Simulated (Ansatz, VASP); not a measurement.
## One calculation of SrO, two programs

File INCAR:

```
PREC = Accurate
ENCUT = 520
EDIFF = 1E-6
ISMEAR = 0
SIGMA = 0.05
LREAL = F
LASPH = T
NELM = 80
ALGO = Normal
ISIF = 2
LWAVE = F
LCHARG = F
GGA = CA
NBANDS = 15
```

The input KPOINTS:

```
regular mesh
0
Gamma
  8 8 8
```

Contents of POSCAR:

```
SrO
1.0
    0.0000000000      2.5055550000      2.4413100000
    2.5055550000      0.0000000000      2.4413100000
    2.5055550000      2.5055550000      0.0000000000
Sr O
1 1
Direct
    0.0000000000      0.0000000000      0.0000000000
    0.5000000000      0.5000000000      0.5000000000
```

Input for Ansatz:

```yaml
crystal:
  lattice:
    - [0.0, 2.505555, 2.44131]
    - [2.505555, 0.0, 2.44131]
    - [2.505555, 2.505555, 0.0]
  atoms:
    - { symbol: Sr, position: [0.0, 0.0, 0.0] }
    - { symbol: O, position: [0.5, 0.5, 0.5] }
basis:
  ecutwfc: 420
kpoints:
  mp_grid: { grid: [8, 8, 8] }
hamiltonian:
  xc: lda
scf:
  occupations: { method: gaussian, width: 0.05 }
output:
  forces: true
  stress: true
  eigenvalues: true
```

Change from the starting cell: strain -0.025 along x and y, -0.050 along z, atoms carried along.

Alike in both runs: task single point; functional LDA; k mesh 8 × 8 × 8; occupations gaussian, width 0.05 eV; no spin polarisation.

```csv
,VASP,Ansatz
version,VASP 6.6.1,Ansatz 0.2.0
potentials or method,"VASP PAW LDA potentials, release 64 (Sr_sv, O), cutoff 520 eV","scalar-relativistic, plane waves, PAW"
valence electrons in the cell,16,16
```

|  | VASP | Ansatz | Ansatz less VASP |
| --- | --- | --- | --- |
| gap on the k mesh at the Fermi level (eV) | 2.81 | 2.87 | +0.061 |
| least direct gap on the mesh (eV) | 2.91 | 2.98 | +0.061 |
| pressure (GPa) | 8.2 | 7.0 | -1.13 |
| traceless stress, the component that is largest in VASP (GPa) | 4.07 | 3.83 | -0.236 |

LDA's correlation is that of Perdew and Zunger in VASP and of Perdew and Wang (1992) in Ansatz.
